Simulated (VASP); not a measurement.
## CdS: relaxation of cell and atoms with LDA

The system is CdS.

```
Cd S
1.0
     3.87703    0.00000    0.00000
    -1.93851    3.35761    0.00000
     0.00000    0.00000    6.47768
Cd S
2 2
Direct
  0.00000 0.00000 0.00000
  0.00000 0.00000 0.50000
  0.33333 0.66667 0.25000
  0.66667 0.33333 0.75000
```

- Program: VASP 6.6.1
- Task: relaxation of cell and atoms
- Functional: LDA
- Potentials or basis: VASP PAW LDA potentials, release 64 (Cd, S)
- Cutoff: 600 eV
- k mesh: 12 × 12 × 4
- Occupations: fermi-dirac, width 0.02 eV
- Spin: no spin polarisation
- Dipole correction: no
- Further INCAR settings: ALGO = Normal; EDIFF = 1e-07; IBRION = 2; EDIFFG = -0.005; NSW = 80; ISIF = 3

```yaml
Relaxed_volume: 19.51 Å³/atom
Relaxed_cell: a = 3.783 Å, b = 3.783 Å, c = 6.300 Å, α = 90.00°, β = 90.00°, γ = 120.00°
Space_group_after_relaxing_to_0.05_Å: P6_3/mmc (No. 194)
Energy_gained_by_relaxing: 31.2 meV/atom
Ionic_steps: 6
Pressure_after_relaxing: 0.0 GPa
Band_gap_on_the_k_mesh: 0.67 eV, direct
```

The path:
```tsv
step	energy change (eV)	largest force (eV/Å)	pressure (GPa)	volume (Å³)
1	0.0000	0.0000	-5.89	84.32
2	-0.0932	0.0000	3.70	75.22
3	-0.1249	0.0000	-0.01	78.05
4	-0.1249	0.0000	0.13	77.93
5	-0.1249	0.0000	-0.07	78.10
6	-0.1249	0.0000	-0.02	78.06
```

Final structure:
```
Cd S
1.0
     3.78250    0.00000    0.00000
    -1.89125    3.27574    0.00000
     0.00000    0.00000    6.29973
Cd S
2 2
Direct
  0.00000 0.00000 0.00000
  0.00000 0.00000 0.50000
  0.33333 0.66667 0.25000
  0.66667 0.33333 0.75000
```

Levels at points of the mesh, in eV from the valence-band top:
| k point | band 14 | band 15 | band 16 | band 17 | band 18 | band 19 | band 20 | band 21 | band 22 |
| --- | --- | --- | --- | --- | --- | --- | --- | --- | --- |
| (0.00, 0.00, 0.00) | -1.01 | -0.91 | -0.91 | 0.00 | 0.00 | 0.67 | 3.18 | 6.52 | 6.52 |
| (0.50, 0.00, 0.00) | -4.16 | -3.45 | -2.36 | -1.65 | -0.03 | 2.54 | 3.57 | 3.67 | 5.68 |
| (0.00, 0.00, 0.50) | -3.76 | -0.42 | -0.42 | -0.42 | -0.42 | 3.08 | 3.08 | 6.74 | 6.74 |
| (0.50, 0.00, 0.50) | -5.06 | -1.45 | -1.45 | -1.33 | -1.33 | 1.95 | 1.95 | 5.72 | 5.72 |

Run time: 7.3 min on 1 thread of Oxide Virtual Turin-like Processor, with other jobs on the host, peak memory 0.24 GiB.

A k mesh can miss the band edges. LDA gaps usually lie below the measured ones, often by a third to a half.
